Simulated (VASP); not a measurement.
Wanted: the native input for a VASP 6.6.1 run.

* Task: single point
* Functional: PBEsol
* Potentials or basis: VASP PAW PBE potentials, release 64 (Li_sv, C)
* Cutoff: 520 eV
* k mesh: 3 × 3 × 3
* Occupations: gaussian, width 0.1 eV
* Spin: no spin polarisation
* Dipole correction: no
* Further INCAR settings: LREAL = Auto; ALGO = Normal; EDIFF = 1e-06; NBANDS = 40

The structure of Li16C (a cell with a defect) lies in POSCAR:

```
Li16C
1.0
    6.9800000000      0.0000000000      0.0000000000
    0.0000000000      6.9800000000      0.0000000000
    0.0000000000      0.0000000000      6.9800000000
Li C
16 1
Direct
    0.0572686246      0.0004895415      0.0987173352
    0.4429737822      0.0004585960      0.1006242120
    0.0349239255      0.4998942693     -0.0417497135
   -0.0290126074     -0.0001272206      0.4665484241
    0.2497813754      0.2804836676      0.2836244986
    0.4663527221      0.4998541547     -0.0409180516
    0.5306512894     -0.0000975645      0.4653065903
    0.7521830946      0.2822356734      0.2266196275
   -0.0315451289      0.5007527221      0.5249704871
    0.2497893983      0.7203822350      0.2833954155
    0.2509826648      0.1929750716      0.6495946991
    0.5322381089      0.5007229226      0.5231111748
    0.7521699140      0.7179395415      0.2258252149
    0.7495802292      0.2152270774      0.7908964183
    0.2510186246      0.8069181948      0.6506515759
    0.7495709169      0.7851803725      0.7911270774
    0.2505899713      0.0004200573      0.3744593123
```

The input as run:

INCAR

```
ALGO = Normal
EDIFF = 1E-6
ENCUT = 520
GGA = PS
ISIF = 2
ISMEAR = 0
LASPH = True
LCHARG = False
LREAL = Auto
LWAVE = False
NBANDS = 40
NELM = 60
PREC = Accurate
SIGMA = 0.1
```

KPOINTS

```
k-points
0
Gamma
  3 3 3
```

Potentials or basis: VASP PAW PBE potentials, release 64 (Li_sv, C).

Launch:

```console
$ cat potpaw_PBE.64/Li_sv/POTCAR potpaw_PBE.64/C/POTCAR > POTCAR
$ mpirun -np 1 vasp_std > vasp.out
```

It gave:

* Largest force: 0.024 eV/Å
* Band gap on the k mesh: zero (bands 26 and 27 overlap by 0.19 eV)

Caveat: the PAW data sets were made with another functional, which shifts forces and pressure a little.

It took 4.3 min on 1 thread of Intel(R) Xeon(R) Platinum 8488C (Sapphire Rapids), with other jobs on the host, peak memory 0.42 GiB.
